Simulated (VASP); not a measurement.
# Re (R-3m) in VASP: a series of runs, part 2 of 2

VASP 6.6.1. Earlier steps stand in the parts before.

### 4 Electric field gradients, PBEsol (15.41 Å³/atom)

This run uses another cell than the first one, of 15.41 Å³/atom.

Contents of INCAR:

```
PREC     = Accurate       # precision mode
ENCUT    = 520            # plane-wave cutoff, eV
EDIFF    = 1E-8           # SCF threshold, eV
ISMEAR   = -1             # smearing method
SIGMA    = 0.05           # smearing width, eV
LREAL    = False          # projectors in reciprocal space
LASPH    = True           # aspherical terms in the spheres
NELM     = 80             # most SCF steps
ALGO     = Normal         # electronic algorithm
ISIF     = 2              # what is computed and relaxed
LWAVE    = False          # write WAVECAR
LCHARG   = False          # write CHGCAR
GGA      = PS             # functional
LEFG     = True         
NBANDS   = 18             # bands
```

Contents of KPOINTS:

```
regular mesh
0
Gamma
  15 15 15
```

Contents of POSCAR:

```
Re
1.0
    1.4021347560      0.8095228788      6.7867577774
   -1.4021347560      0.8095228788      6.7867577774
    0.0000000000     -1.6190457577      6.7867577774
Re
3
Direct
    0.0000000000      0.0000000000      0.0000000000
    0.2221738800      0.2221738800      0.2221738800
    0.7778261200      0.7778261200      0.7778261200
```

Potentials or basis: VASP PAW PBE potentials, release 64 (Re).

On the command line:

```bash
cat potpaw_PBE.64/Re/POTCAR > POTCAR
mpirun -np 1 vasp_std > vasp.out
```

OUTCAR:

```text
PREC = Accurate
   ENCUT = 520
   EDIFF = 1E-8
   ISMEAR = -1
   LREAL = False
   LASPH = True
   NELM = 80
   ISIF = 2
   GGA = PS

 ion  position               nearest neighbor table
   1  0.000  0.000  0.000-   3 2.78   3 2.78   2 2.78   2 2.78   3 2.78   2 2.78
   2  0.222  0.222  0.222-   3 2.78   3 2.78   3 2.78   1 2.78   1 2.78   1 2.78
   3  0.778  0.778  0.778-   2 2.78   2 2.78   2 2.78   1 2.78   1 2.78   1 2.78

  LATTYP: Found a trigonal (rhomboedric) cell.
 ALAT       =     6.9772050489
 COS(alpha) =     0.9192306603

  Lattice vectors:

 A1 = (   1.4021347560,   0.8095228788,   6.7867577774)
 A2 = (  -1.4021347560,   0.8095228788,   6.7867577774)
 A3 = (   0.0000000000,  -1.6190457577,   6.7867577774)

Analysis of symmetry for initial positions (statically):
=====================================================================
 Subroutine PRICEL returns:
 Original cell was already a primitive cell.

 Routine SETGRP: Setting up the symmetry group for a
 trigonal (rhombohedral) supercell.

 Subroutine GETGRP returns: Found 12 space group operations
 (whereof 12 operations were pure point group operations)
 out of a pool of 12 trial point group operations.

The static configuration has the point symmetry D_3d.

Analysis of symmetry for dynamics (positions and initial velocities):
=====================================================================
 Subroutine PRICEL returns:
 Original cell was already a primitive cell.

 Routine SETGRP: Setting up the symmetry group for a
 trigonal (rhombohedral) supercell.

 Subroutine GETGRP returns: Found 12 space group operations
 (whereof 12 operations were pure point group operations)
 out of a pool of 12 trial point group operations.

The dynamic configuration has the point symmetry D_3d.

 Subroutine INISYM returns: Found 12 space group operations
 (whereof 12 operations are pure point group operations),
 and found     1 'primitive' translations

----------------------------------------------------------------------------------------

                                     Primitive cell

  volume of cell :      46.2203

  direct lattice vectors                    reciprocal lattice vectors
     1.402134756  0.809522879  6.786757777     0.356599106  0.205882590  0.049115254
    -1.402134756  0.809522879  6.786757777    -0.356599106  0.205882590  0.049115254
     0.000000000 -1.619045758  6.786757777     0.000000000 -0.411765179  0.049115254

  length of vectors
     6.977205049  6.977205049  6.977205049     0.414684062  0.414684062  0.414684062

  position of ions in fractional coordinates (direct lattice)
     0.000000000  0.000000000  0.000000000
     0.222173880  0.222173880  0.222173880
     0.777826120  0.777826120  0.777826120

  ion indices of the primitive-cell ions
   primitive index   ion index
                 1           1
                 2           2
                 3           3

[... 76 lines left out ...]
   NFREE  =      0    steps in history (QN), initial steepest desc. (CG)
   ISIF   =      2    stress and relaxation
   ISYM   =      2    0-nonsym 1-usesym 2-fastsym
   POTIM  = 0.5000    time-step for ionic-motion
   TEBEG  =    0.0;   TEEND  =   0.0 temperature during run
   PSTRESS=    0.0 pullay stress
   NELECT =      21.0000    total number of electrons
   NUPDOWN=      -1.0000    fix difference up-down
   EMIN   =  10.00;   EMAX   =-10.00  energy-range for DOS
   EFERMI =   0.00;   METHOD = LEGACY
   ISMEAR =    -1;   SIGMA  =   0.05  broadening in eV -4-tet -1-fermi 0-gaus
   EFERMI_NEDOS =   21; number of points for ismear=-14 and -15
   IALGO  =     38    algorithm
   IMIX   =      4    mixing-type and parameters
     AMIX     =   0.40;   BMIX     =  1.00
     AMIX_MAG =   1.60;   BMIX_MAG =  1.00
  volume/ion in A,a.u.               =      15.41       103.97
  Fermi-wavevector in a.u.,A,eV,Ry     =   1.258550  2.378314 21.550918  1.583948
  Thomas-Fermi vector in A             =   2.392154
   LORBIT       =      0    0 simple, 1 ext, 2 COOP (PROOUT), +10 PAW based schemes
   GGA     = PS    functional components
   LHFCALC =     F    Hartree Fock is set to
   AEXX    =    0.0000 exact exchange contribution
   IVDW    =     0    specifies the selected vdW correction
   LEPSILON=     F    determine dielectric tensor
   LRPA    =     F    only Hartree local field effects (RPA)
 non-spin polarized calculation
  energy-cutoff  :      520.00
  volume of cell :       46.22
 maximum number of plane-waves:      1259
 NGX is ok and might be reduce to    54
   NGX = 25   NGY = 25   NGZ = 25

 number of electron      21.0000000 magnetization

 Free energy of the ion-electron system (eV)
  ---------------------------------------------------
  ext. energy  EPLUGINS =         0.00000000
  ---------------------------------------------------
  free energy    TOTEN  =       -39.91845385 eV

  energy without entropy =      -39.89686153  energy(sigma->0) =      -39.90765769

 E-fermi :   7.2487     XC(G=0): -13.5691

 val. band max:        7.2409695644   @ k =  -0.1333   0.1333   0.1333
 cond. band min:       7.2491335858   @ k =   0.4667   0.2667   0.0667
 fundamental gap:      0.0081640215
 Fermi energy:         7.2487310811

 k-point     1 :       0.0000    0.0000    0.0000
  band No.  band energies     occupation
      1      -2.4194      2.00000
      2       0.6092      2.00000
      3       0.6690      2.00000
      4       5.4133      2.00000
      5       5.4133      2.00000
      6       5.4675      2.00000
[... 481 lines left out ...]
      5       4.1264      2.00000
      6       4.6701      2.00000
[... 10 lines left out ...]
     17      10.8128      0.00000
     18      11.7428      0.00000

 [... further k-points ...]
[... 5 lines left out ...]
  --------------------------------------------------------------------------------------
  -------------------------------------------------------------------------------------
  Total       -5.6432042     -5.6432042     -5.9491914      0.0000000      0.0000000      0.0000000
  in kB     -195.6157715   -195.6157715   -206.2224966      0.0000000      0.0000000      0.0000000
  external PRESSURE =    -199.1513465 kB  Pullay stress =       0.0000000 kB

 VOLUME and BASIS-vectors are now :
 -----------------------------------------------------------------------------
  energy-cutoff  :      520.00
  volume of cell :       46.22
      direct lattice vectors                 reciprocal lattice vectors
     1.402134756  0.809522879  6.786757777     0.356599106  0.205882590  0.049115254
    -1.402134756  0.809522879  6.786757777    -0.356599106  0.205882590  0.049115254
     0.000000000 -1.619045758  6.786757777     0.000000000 -0.411765179  0.049115254

 POSITION                                       TOTAL-FORCE (eV/Angst)
 -----------------------------------------------------------------------------------
      0.00000      0.00000      0.00000         0.000000      0.000000      0.000000
      0.00000     -0.00000      4.52352         0.000000      0.000000     -0.010735
      0.00000     -0.00000     15.83675         0.000000     -0.000000      0.010735
 -----------------------------------------------------------------------------------
    total drift:                                0.000000     -0.000000     -0.000000

  FREE ENERGIE OF THE ION-ELECTRON SYSTEM (eV)
  ---------------------------------------------------
  free  energy   TOTEN  =       -39.9184538515 eV

  energy  without entropy=      -39.8968615349  energy(sigma->0) =      -39.90765769

 Electric field gradients (V/A^2)
---------------------------------------------------------------------
 ion       V_xx      V_yy      V_zz      V_xy      V_xz      V_yz
---------------------------------------------------------------------
   1      38.205    38.205   -76.409     0.000     0.000     0.000
   2      17.523    17.523   -35.047     0.000    -0.000     0.000
   3      17.523    17.523   -35.047    -0.000    -0.000     0.000
---------------------------------------------------------------------

 Electric field gradients after diagonalization (V/A^2)
 (convention: |V_zz| > |V_xx| > |V_yy|)
----------------------------------------------------------------------
 ion       V_xx      V_yy      V_zz     asymmetry (V_yy - V_xx)/ V_zz
----------------------------------------------------------------------
   1      38.205    38.205   -76.409       0.000
   2      17.523    17.523   -35.047       0.000
   3      17.523    17.523   -35.047       0.000
----------------------------------------------------------------------

           NMR quadrupolar parameters

 Cq : quadrupolar parameter    Cq=e*Q*V_zz/h
 eta: asymmetry parameters     (V_yy - V_xx)/ V_zz
 Q  : nuclear electric quadrupole moment in mb (millibarn)
----------------------------------------------------------------------
 ion       Cq(MHz)       eta       Q (mb)
----------------------------------------------------------------------
   1      -0.185       0.000       1.000
   2      -0.085       0.000       1.000
   3      -0.085       0.000       1.000
----------------------------------------------------------------------
```

Run time: 33 min. Hardware: 1 thread of Intel Xeon Platinum 8259CL at 2.50GHz (Skylake/Cascade Lake), shared host; peak memory 0.55 GiB.

Results:

| Property | Result |
| --- | --- |
| Free energy | -39.9185 eV |
| Pressure | -19.9 GPa |
| Largest force | 0.011 eV/Å |
| Band gap on the k mesh | zero (an odd number of electrons rules out a gap without spin polarisation) |
| Largest electric field gradient by atom | Re -76.4, -35.0 (each value once) V/Å² |

Forces in eV/Å, atoms in the order of the input:
```
Re   0.000  0.000  0.000
Re   0.000  0.000 -0.011
Re   0.000  0.000  0.011
```

Stress tensor (GPa, compression positive):
```
-19.56   0.00   0.00
  0.00 -19.56   0.00
  0.00   0.00 -20.62
```

Levels at points of the mesh, in eV from the Fermi level:
```tsv
k point	band 6	band 7	band 8	band 9	band 10	band 11	band 12	band 13	band 14	band 15
(0.00, 0.00, 0.00)	-1.78	-1.73	-1.52	-1.45	-1.45	-1.09	-1.09	0.52	0.52	2.44
```

Electric field gradients, principal values (V/Å²):
```tsv
atom	least	middle	greatest (by size)
1 Re	38.205	38.205	-76.409
2 Re	17.523	17.523	-35.047
3 Re	17.523	17.523	-35.047
```

Caveat: the cell stands under tension; without QUAD_EFG the Cq values of the log hold for a quadrupole moment of 1 mb, not for the nuclei; the PAW data sets were made with another functional, which shifts forces and pressure a little; spin-orbit coupling is left out, which moves the levels of the heavy elements.

### 5 Electric field gradients, PBEsol (15.41 Å³/atom)

This run uses another cell than the first one, of 15.41 Å³/atom.

Contents of INCAR:

```
SYSTEM = Re
ALGO = Normal
EDIFF = 1E-8
ENCUT = 520
GGA = PS
ISIF = 2
ISMEAR = -1
LASPH = .TRUE.
LCHARG = .FALSE.
LEFG = .TRUE.
LREAL = .FALSE.
LWAVE = .FALSE.
NBANDS = 18
NELM = 80
PREC = Accurate
SIGMA = 0.05
```

Contents of KPOINTS:

```
k-points
0
G
  15 15 15
  0 0 0
```

POSCAR is that of step 4.

Potentials or basis: VASP PAW PBE potentials, release 64 (Re).

On the command line:

```bash
cat potpaw_PBE.64/Re/POTCAR > POTCAR
mpirun -np 1 vasp_std > vasp.out
```

OUTCAR:

```text
SYSTEM = Re
   EDIFF = 1E-8
   ENCUT = 520
   GGA = PS
   ISIF = 2
   ISMEAR = -1
   LASPH = .TRUE.
   LREAL = .FALSE.
   NELM = 80
   PREC = Accurate

 ion  position               nearest neighbor table
   1  0.000  0.000  0.000-   3 2.78   3 2.78   2 2.78   2 2.78   3 2.78   2 2.78
   2  0.222  0.222  0.222-   3 2.78   3 2.78   3 2.78   1 2.78   1 2.78   1 2.78
   3  0.778  0.778  0.778-   2 2.78   2 2.78   2 2.78   1 2.78   1 2.78   1 2.78

  LATTYP: Found a trigonal (rhomboedric) cell.
 ALAT       =     6.9772050489
[... 727 lines left out ...]

  energy  without entropy=      -39.8968615349  energy(sigma->0) =      -39.90765769

 Electric field gradients (V/A^2)
---------------------------------------------------------------------
 ion       V_xx      V_yy      V_zz      V_xy      V_xz      V_yz
---------------------------------------------------------------------
   1      38.205    38.205   -76.409     0.000     0.000     0.000
   2      17.523    17.523   -35.047     0.000    -0.000     0.000
   3      17.523    17.523   -35.047    -0.000    -0.000     0.000
---------------------------------------------------------------------

 Electric field gradients after diagonalization (V/A^2)
 (convention: |V_zz| > |V_xx| > |V_yy|)
----------------------------------------------------------------------
 ion       V_xx      V_yy      V_zz     asymmetry (V_yy - V_xx)/ V_zz
----------------------------------------------------------------------
   1      38.205    38.205   -76.409       0.000
   2      17.523    17.523   -35.047       0.000
   3      17.523    17.523   -35.047       0.000
----------------------------------------------------------------------

           NMR quadrupolar parameters

 Cq : quadrupolar parameter    Cq=e*Q*V_zz/h
 eta: asymmetry parameters     (V_yy - V_xx)/ V_zz
 Q  : nuclear electric quadrupole moment in mb (millibarn)
----------------------------------------------------------------------
 ion       Cq(MHz)       eta       Q (mb)
----------------------------------------------------------------------
   1      -0.185       0.000       1.000
   2      -0.085       0.000       1.000
   3      -0.085       0.000       1.000
----------------------------------------------------------------------
```

OSZICAR:

```text
N       E                     dE             d eps       ncg     rms          rms(c)
DAV:   1     0.678477461109E+02    0.67848E+02   -0.96253E+03 23840   0.138E+03
DAV:   2    -0.341417560113E+02   -0.10199E+03   -0.93162E+02 23022   0.395E+02
DAV:   3    -0.418024824442E+02   -0.76607E+01   -0.66119E+01 20244   0.211E+02
DAV:   4    -0.423346550450E+02   -0.53217E+00   -0.49792E+00 20978   0.374E+01
DAV:   5    -0.423574990852E+02   -0.22844E-01   -0.22381E-01 20986   0.678E+00    0.498E+01
DAV:   6    -0.404966481292E+02    0.18609E+01   -0.20250E+00 20778   0.339E+01    0.188E+01
DAV:   7    -0.400613657395E+02    0.43528E+00   -0.19563E+00 24392   0.306E+01    0.271E+00
DAV:   8    -0.399343716496E+02    0.12699E+00   -0.57999E-01 23738   0.152E+01    0.708E-01
DAV:   9    -0.399196370597E+02    0.14735E-01   -0.25367E-02 19904   0.159E+00    0.317E-01
DAV:  10    -0.399184758536E+02    0.11612E-02   -0.22591E-03 23194   0.914E-01    0.108E-01
DAV:  11    -0.399184847728E+02   -0.89192E-05   -0.60316E-05 20688   0.789E-02    0.815E-02
DAV:  12    -0.399184543219E+02    0.30451E-04   -0.68559E-05 19924   0.987E-02    0.689E-03
DAV:  13    -0.399184547204E+02   -0.39845E-06   -0.31502E-06 21450   0.282E-02    0.741E-03
DAV:  14    -0.399184543008E+02    0.41952E-06   -0.58185E-07 21352   0.148E-02    0.607E-03
DAV:  15    -0.399184539937E+02    0.30714E-06   -0.26249E-07 19710   0.880E-03    0.281E-03
DAV:  16    -0.399184538597E+02    0.13399E-06   -0.27701E-08  9126   0.464E-03    0.787E-04
DAV:  17    -0.399184538515E+02    0.81957E-08   -0.57371E-08 15416   0.220E-03
   1 F= -.39918454E+02 E0= -.39907658E+02  d E =-.215923E-01
```

It took 34 min on 1 thread of Intel Xeon Platinum 8259CL at 2.50GHz (Skylake/Cascade Lake), shared host; peak memory 0.56 GiB.

What came out:

| Quantity | Value |
| --- | --- |
| Free energy | -39.9185 eV |
| Pressure | -19.9 GPa |
| Largest force | 0.011 eV/Å |
| Band gap on the k mesh | zero (an odd number of electrons rules out a gap without spin polarisation) |
| Largest electric field gradient by atom | Re -76.4, -35.0 (each value once) V/Å² |

Forces in eV/Å, atoms in the order of the input:
```
Re   0.000  0.000  0.000
Re   0.000  0.000 -0.011
Re   0.000  0.000  0.011
```

Electric field gradients, principal values (V/Å²):
```tsv
atom	least	middle	greatest (by size)
1 Re	38.205	38.205	-76.409
2 Re	17.523	17.523	-35.047
3 Re	17.523	17.523	-35.047
```

Caveat: the cell stands under tension; without QUAD_EFG the Cq values of the log hold for a quadrupole moment of 1 mb, not for the nuclei; the PAW data sets were made with another functional, which shifts forces and pressure a little; spin-orbit coupling is left out, which moves the levels of the heavy elements.

### 6 Summary

| cell | gap on the mesh (eV) | pressure (GPa) | largest force (eV/Å) |
| --- | --- | --- | --- |
| a = 6.821 Å, angles 23.4°, 3 atoms | none | -2.8 | - |
| a = 7.017 Å, angles 22.7°, 3 atoms | none | -13.6 | 0.07 |
| a = 6.977 Å, angles 23.2°, 3 atoms | none | -19.9 | 0.01 |

Alike in all rows: task electric field gradients; level PBEsol; potentials or basis VASP PAW PBE potentials, release 64 (Re); no spin polarisation; k mesh 15 × 15 × 15; cutoff (eV) 520; smearing fermi-dirac 0.05 eV.

Caveats: the PAW data sets were made with another functional, which shifts forces and pressure a little; spin-orbit coupling is left out, which moves the levels of the heavy elements; the stress differs along the axes, from -19 to -11 GPa (at least some runs); the cell stands under tension (at least some runs).

Absolute energies hang on the potentials; compare differences alone.
